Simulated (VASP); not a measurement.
# Zn (C2/m) in VASP: further runs, part 2 of 2

VASP 6.6.1. Earlier steps stand in the parts before.

## 4. Single point, PBEsol

File INCAR:

```
SYSTEM = Zn
PREC = Accurate
ENCUT = 500
EDIFF = 1E-6
ISMEAR = 0
SIGMA = 0.1
LREAL = .FALSE.
LASPH = .TRUE.
NELM = 120
ALGO = Normal
ISIF = 2
LWAVE = .FALSE.
LCHARG = .TRUE.
GGA = PS
LELF = .TRUE.
LVHAR = .TRUE.
NBANDS = 25
GGA_COMPAT = .FALSE.
```

File KPOINTS:

```
regular mesh
0
G
  6 6 2
  0 0 0
```

File POSCAR:

```
Zn
1.0
    2.2681701736     -1.3084870100      0.0000000000
    2.2681701736      1.3084870100      0.0000000000
   -1.5917165425      0.0000000000      7.3004081919
Zn
3
Direct
    0.0000000000      0.0000000000      0.0000000000
    0.2219821400      0.2219821400      0.6654950200
    0.7780178600      0.7780178600      0.3345049800
```

Potentials or basis: VASP PAW PBE potentials, release 64 (Zn).

Run with:

```sh
$ cat potpaw_PBE.64/Zn/POTCAR > POTCAR
$ mpirun -np 1 vasp_std > vasp.out
```

OUTCAR:

```text
SYSTEM = Zn
   PREC = Accurate
   ENCUT = 500
   EDIFF = 1E-6
   ISMEAR = 0
   LREAL = .FALSE.
   LASPH = .TRUE.
   NELM = 120
   ISIF = 2
   GGA = PS

 ion  position               nearest neighbor table
   1  0.000  0.000  0.000-   3 2.86   3 2.86   2 2.86   2 2.86   2 2.89   3 2.89
   2  0.222  0.222  0.665-   3 2.84   3 2.86   3 2.86   1 2.86   1 2.86   1 2.89
   3  0.778  0.778  0.335-   2 2.84   2 2.86   2 2.86   1 2.86   1 2.86   1 2.89

  LATTYP: Found a base centered monoclinic cell.
 ALAT       =     4.5363403472
 B/A-ratio  =     0.5768910222
 C/A-ratio  =     1.6471240986
 COS(beta)  =    -0.2130265715

  Lattice vectors:

 A1 = (   2.2681701736,  -1.3084870100,   0.0000000000)
 A2 = (   2.2681701736,   1.3084870100,   0.0000000000)
 A3 = (  -1.5917165425,   0.0000000000,   7.3004081919)

Analysis of symmetry for initial positions (statically):
=====================================================================
 Subroutine PRICEL returns:
 Original cell was already a primitive cell.

 Routine SETGRP: Setting up the symmetry group for a
[... 162 lines left out ...]
 Free energy of the ion-electron system (eV)
  ---------------------------------------------------
  ext. energy  EPLUGINS =         0.00000000
  ---------------------------------------------------
  free energy    TOTEN  =        -4.67721932 eV

  energy without entropy =       -4.67167515  energy(sigma->0) =       -4.67444724

 E-fermi :   3.4810     XC(G=0): -11.9726

 val. band max:        3.4418576383   @ k =  -0.3333   0.3333   0.5000
 cond. band min:       3.6492163654   @ k =  -0.3333   0.3333   0.0000
 fundamental gap:      0.2073587272
 Fermi energy:         3.4809732067

 k-point     1 :       0.0000    0.0000    0.0000
  band No.  band energies     occupation
      1      -7.5224      2.00000
      2      -5.7023      2.00000
      3      -5.6845      2.00000
      4      -4.7257      2.00000
      5      -4.4787      2.00000
      6      -4.4739      2.00000
[... 661 lines left out ...]
     24      10.0925      0.00000
     25      12.7737      0.00000

 [... further k-points ...]
[... 5 lines left out ...]
  --------------------------------------------------------------------------------------
  -------------------------------------------------------------------------------------
  Total       -0.3752957     -0.1130310      0.0993124      0.0000000      0.0000000     -0.2907487
  in kB      -13.8759261     -4.1791316      3.6719084      0.0000000      0.0000000    -10.7499425
  external PRESSURE =      -4.7943831 kB  Pullay stress =       0.0000000 kB

 VOLUME and BASIS-vectors are now :
 -----------------------------------------------------------------------------
  energy-cutoff  :      500.00
  volume of cell :       43.33
      direct lattice vectors                 reciprocal lattice vectors
     2.268170174 -1.308487010  0.000000000     0.220442013 -0.382120721  0.048063230
     2.268170174  1.308487010  0.000000000     0.220442013  0.382120721  0.048063230
    -1.591716542  0.000000000  7.300408192     0.000000000  0.000000000  0.136978642

 POSITION                                       TOTAL-FORCE (eV/Angst)
 -----------------------------------------------------------------------------------
      0.00000      0.00000      0.00000        -0.000000     -0.000000      0.000000
     -0.05229      0.00000      4.85839        -0.011841      0.000000      0.019132
      2.99692      0.00000      2.44202         0.011841      0.000000     -0.019132
 -----------------------------------------------------------------------------------
    total drift:                                0.000000     -0.000000      0.000000

  FREE ENERGIE OF THE ION-ELECTRON SYSTEM (eV)
  ---------------------------------------------------
  free  energy   TOTEN  =        -4.6772193224 eV

  energy  without entropy=       -4.6716751544  energy(sigma->0) =       -4.67444724
```

Run time: 74 s. Hardware: 1 thread of Intel Xeon 8259CL, shared host; peak memory 0.16 GiB.

What came out:

| Property | Result |
| --- | --- |
| Free energy | -4.6772 eV |
| Pressure | -0.5 GPa |
| Largest force | 0.022 eV/Å |
| Band gap on the k mesh | zero (band 18 reaches 3.93 eV, above the bottom of band 19 at 0.31 eV) |

Forces on the atoms (eV/Å):
```
Zn   0.000  0.000  0.000
Zn  -0.012  0.000  0.019
Zn   0.012  0.000 -0.019
```

Stress tensor (GPa, compression positive):
```
-1.39  0.00 -1.07
 0.00 -0.42  0.00
-1.07  0.00  0.37
```

Caveat: the k points lie up to 0.46 Å⁻¹ apart; the PAW data sets were made with another functional, which shifts forces and pressure a little.

## 5. Single point, PBE

This run uses another cell than the first one, of 16.03 Å³/atom, 1.110 times its volume.

File INCAR:

```
  PREC = Accurate
  ENCUT = 500
  EDIFF = 1E-6
  ISMEAR = 0
  SIGMA = 0.1
  LREAL = False
  LASPH = True
  NELM = 120
  ALGO = Normal
  ISIF = 2
  LWAVE = False
  LCHARG = True
  GGA = PE
  LELF = True
  LVHAR = True
  NBANDS = 25
  GGA_COMPAT = False
```

File KPOINTS:

```
Automatic mesh
0
Gamma
  6 6 2
```

File POSCAR:

```
Zn
1.0
    2.3484606883     -1.3548058871      0.0000000000
    2.3484606883      1.3548058871      0.0000000000
   -1.6480614067      0.0000000000      7.5588339212
Zn
3
Direct
    0.0000000000      0.0000000000      0.0000000000
    0.2219821400      0.2219821400      0.6654950200
    0.7780178600      0.7780178600      0.3345049800
```

Potentials or basis: VASP PAW PBE potentials, release 64 (Zn).

Run with:

```sh
$ cat potpaw_PBE.64/Zn/POTCAR > POTCAR
$ mpirun -np 1 vasp_std > vasp.out
```

OUTCAR:

```text
PREC = Accurate
   ENCUT = 500
   EDIFF = 1E-6
   ISMEAR = 0
   LREAL = False
   LASPH = True
   NELM = 120
   ISIF = 2
   GGA = PE

 ion  position               nearest neighbor table
   1  0.000  0.000  0.000-   3 2.97   3 2.97   2 2.97   2 2.97   2 2.99   3 2.99
   2  0.222  0.222  0.665-   3 2.94   3 2.96   3 2.96   1 2.97   1 2.97   1 2.99
   3  0.778  0.778  0.335-   2 2.94   2 2.96   2 2.96   1 2.97   1 2.97   1 2.99

  LATTYP: Found a base centered monoclinic cell.
 ALAT       =     4.6969213766
 B/A-ratio  =     0.5768910222
 C/A-ratio  =     1.6471240986
 COS(beta)  =    -0.2130265715

  Lattice vectors:
[... 857 lines left out ...]
     24       9.0646      0.00000
     25      11.5841      0.00000

 [... further k-points ...]
[... 5 lines left out ...]
  --------------------------------------------------------------------------------------
  -------------------------------------------------------------------------------------
  Total       -1.2534281     -1.0447028     -0.2108277      0.0000000      0.0000000     -0.3888337
  in kB      -41.7508022    -34.7983126     -7.0225229      0.0000000      0.0000000    -12.9517749
  external PRESSURE =     -27.8572126 kB  Pullay stress =       0.0000000 kB

 VOLUME and BASIS-vectors are now :
 -----------------------------------------------------------------------------
  energy-cutoff  :      500.00
  volume of cell :       48.10
      direct lattice vectors                 reciprocal lattice vectors
     2.348460688 -1.354805887  0.000000000     0.212905416 -0.369056560  0.046420017
     2.348460688  1.354805887  0.000000000     0.212905416  0.369056560  0.046420017
    -1.648061407  0.000000000  7.558833921     0.000000000  0.000000000  0.132295538

 POSITION                                       TOTAL-FORCE (eV/Angst)
 -----------------------------------------------------------------------------------
      0.00000      0.00000      0.00000         0.000000     -0.000000     -0.000000
     -0.05414      0.00000      5.03037        -0.007986      0.000000      0.005787
      3.10300      0.00000      2.52847         0.007986      0.000000     -0.005787
 -----------------------------------------------------------------------------------
    total drift:                                0.000000     -0.000000      0.000000

  FREE ENERGIE OF THE ION-ELECTRON SYSTEM (eV)
  ---------------------------------------------------
  free  energy   TOTEN  =        -3.2375426521 eV

  energy  without entropy=       -3.2320965141  energy(sigma->0) =       -3.23481958
```

OSZICAR:

```text
N       E                     dE             d eps       ncg     rms          rms(c)
DAV:   1     0.187634662468E+03    0.18763E+03   -0.17538E+04  1340   0.217E+03
DAV:   2     0.572288360850E+01   -0.18191E+03   -0.17652E+03  1316   0.345E+02
DAV:   3    -0.343224082775E+01   -0.91551E+01   -0.90952E+01  1452   0.896E+01
DAV:   4    -0.350723940155E+01   -0.74999E-01   -0.74968E-01  1522   0.857E+00
DAV:   5    -0.350736067605E+01   -0.12127E-03   -0.12127E-03  1493   0.292E-01    0.433E+00
DAV:   6    -0.325288448385E+01    0.25448E+00   -0.12198E+00  1541   0.194E+01    0.336E+00
DAV:   7    -0.324303993067E+01    0.98446E-02   -0.38366E-02  1544   0.286E+00    0.181E+00
DAV:   8    -0.323752841645E+01    0.55115E-02   -0.30969E-03  1764   0.111E+00    0.705E-02
DAV:   9    -0.323752141150E+01    0.70049E-05   -0.44555E-04  1662   0.613E-01    0.382E-02
DAV:  10    -0.323754517100E+01   -0.23760E-04   -0.12020E-04  1527   0.134E-01    0.162E-02
DAV:  11    -0.323754256604E+01    0.26050E-05   -0.25508E-05  1438   0.129E-01    0.317E-03
DAV:  12    -0.323754265213E+01   -0.86097E-07   -0.32670E-06  1230   0.325E-02
   1 F= -.32375427E+01 E0= -.32348196E+01  d E =-.544614E-02
```

It took 52 s on 1 thread of Intel Xeon 8259CL, shared host; peak memory 0.16 GiB.

Results:

- Free energy: -3.2375 eV
- Pressure: -2.8 GPa
- Largest force: 0.010 eV/Å
- Band gap on the k mesh: zero (band 18 reaches 3.39 eV, above the bottom of band 19 at -0.34 eV)

Forces on the atoms (eV/Å):
```
Zn   0.000  0.000  0.000
Zn  -0.008  0.000  0.006
Zn   0.008  0.000 -0.006
```

Stress tensor (GPa, compression positive):
```
-4.18  0.00 -1.30
 0.00 -3.48  0.00
-1.30  0.00 -0.70
```

Caveat: the k points lie up to 0.45 Å⁻¹ apart.

## 6. Single point, PBE

File INCAR:

```
SYSTEM = Zn
ALGO     = Normal         ! electronic algorithm
EDIFF    = 1E-6           ! SCF threshold, eV
ENCUT    = 500            ! plane-wave cutoff, eV
GGA      = PE             ! functional
GGA_COMPAT= .FALSE.      
ISIF     = 2              ! what is computed and relaxed
ISMEAR   = 1              ! smearing method
LASPH    = .TRUE.         ! aspherical terms in the spheres
LCHARG   = .TRUE.         ! write CHGCAR
LELF     = .TRUE.         ! ELF
LREAL    = .FALSE.        ! projectors in reciprocal space
LVHAR    = .TRUE.       
LWAVE    = .FALSE.        ! write WAVECAR
NBANDS   = 25             ! bands
NELM     = 120            ! most SCF steps
PREC     = Accurate       ! precision mode
SIGMA    = 0.1            ! smearing width, eV
```

File KPOINTS:

```
k-points
0
G
  9 9 3
  0 0 0
```

File POSCAR:

```
Zn
1.0
    2.2681701736     -1.3084870100      0.0000000000
    2.2681701736      1.3084870100      0.0000000000
   -1.5917165425      0.0000000000      7.3004081919
Zn
3
Direct
    0.0000000000      0.0000000000      0.0000000000
    0.2219821400      0.2219821400      0.6654950200
    0.7780178600      0.7780178600      0.3345049800
```

Potentials or basis: VASP PAW PBE potentials, release 64 (Zn).

Run with:

```sh
$ cat potpaw_PBE.64/Zn/POTCAR > POTCAR
$ mpirun -np 1 vasp_std > vasp.out
```

It took 1.8 min on 1 thread of Intel Xeon 8259CL, shared host; peak memory 0.19 GiB.

Results (log left out):

* Free energy: -3.2495 eV
* Pressure: 4.8 GPa
* Largest force: 0.019 eV/Å
* Band gap on the k mesh: zero (band 18 reaches 4.07 eV, above the bottom of band 19 at 1.26 eV)

Forces in eV/Å, atoms in the order of the input:
```
Zn   0.000  0.000  0.000
Zn   0.015  0.000  0.012
Zn  -0.015  0.000 -0.012
```

Stress tensor (GPa, compression positive):
```
 5.11  0.00 -0.89
 0.00  2.89  0.00
-0.89  0.00  6.43
```

Levels at points of the mesh, in eV from the Fermi level:
```csv
k point,band 15,band 16,band 17,band 18,band 19,band 20,band 21,band 22
"(0.00, 0.00, 0.00)",-7.38,-7.37,-7.18,-7.15,1.50,1.56,13.89,17.62
```

## 7. The runs side by side

```tsv
level	cell	k mesh	smearing	gap on the mesh (eV)	pressure (GPa)	largest force (eV/Å)
BLYP	a = 2.619, b = 2.619, c = 7.472 Å, angles 100.6, 100.6, 60.0°, 3 atoms	6 × 6 × 2	methfessel-paxton 0.045 eV	none	11.5	0.02
PBEsol	a = 2.619, b = 2.619, c = 7.472 Å, angles 100.6, 100.6, 60.0°, 3 atoms	6 × 6 × 2	gaussian 0.1 eV	none	-0.5	0.02
PBE	a = 2.711, b = 2.711, c = 7.736 Å, angles 100.6, 100.6, 60.0°, 3 atoms	6 × 6 × 2	gaussian 0.1 eV	none	-2.8	0.01
PBE	a = 2.619, b = 2.619, c = 7.472 Å, angles 100.6, 100.6, 60.0°, 3 atoms	9 × 9 × 3	methfessel-paxton 0.1 eV	none	4.8	0.02
```

Alike in all rows: task single point; potentials or basis VASP PAW PBE potentials, release 64 (Zn); no spin polarisation; cutoff (eV) 500.

Caveats: some runs use coarse meshes; the PAW data sets were made with another functional, which shifts forces and pressure a little (some runs).

Absolute energies hang on the potentials; compare differences alone.
